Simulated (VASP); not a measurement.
Wanted: the native input for a VASP 6.6.1 run.

```
Task                   : single point
Functional             : PBE
Potentials or basis    : VASP PAW PBE potentials, release 64 (Zn, Se)
Cutoff                 : 520 eV
k mesh                 : 13 × 13 × 13
Occupations            : fermi-dirac, width 0.02 eV
Spin                   : no spin polarisation
Dipole correction      : no
Further INCAR settings : ALGO = Normal; EDIFF = 1e-06; NBANDS = 16
```

The structure of ZnSe lies in POSCAR:

```
ZnSe
1.0
    0.0000000000      2.8338000000      2.9188140000
    2.8338000000      0.0000000000      2.9188140000
    2.8338000000      2.8338000000      0.0000000000
Zn Se
1 1
Direct
    0.0000000000      0.0000000000      0.0000000000
    0.2500000000      0.2500000000      0.2500000000
```

This cell differs from its parent crystal: z stretched by +3 %, then relaxed in part.

These files were run (other wordings do the same):

INCAR

```
PREC     = Accurate       # precision mode
ENCUT    = 520            # plane-wave cutoff, eV
EDIFF    = 1E-6           # SCF threshold, eV
ISMEAR   = -1             # smearing method
SIGMA    = 0.02           # smearing width, eV
LREAL    = F              # projectors in reciprocal space
LASPH    = T              # aspherical terms in the spheres
NELM     = 100            # most SCF steps
ALGO     = Normal         # electronic algorithm
ISIF     = 2              # what is computed and relaxed
LWAVE    = F              # write WAVECAR
LCHARG   = T              # write CHGCAR
GGA      = PE             # functional
LELF     = T              # ELF
LVHAR    = T            
NBANDS   = 16             # bands
```

KPOINTS

```
Automatic mesh
0
Gamma
  13 13 13
```

Potentials or basis: VASP PAW PBE potentials, release 64 (Zn, Se).

Command:

```sh
$ cat potpaw_PBE.64/Zn/POTCAR potpaw_PBE.64/Se/POTCAR > POTCAR
$ mpirun -np 1 vasp_std > vasp.out
```

It gave:

| Property | Result |
| --- | --- |
| Pressure | 0.5 GPa |
| Band gap on the k mesh | 1.13 eV |

Caveat: the cell differs from its parent crystal (z stretched by +3 %, then relaxed in part).

Wall time 83 s on 1 thread of Intel(R) Xeon(R) Platinum 8488C (Sapphire Rapids), with other jobs on the host, peak memory 0.29 GiB.
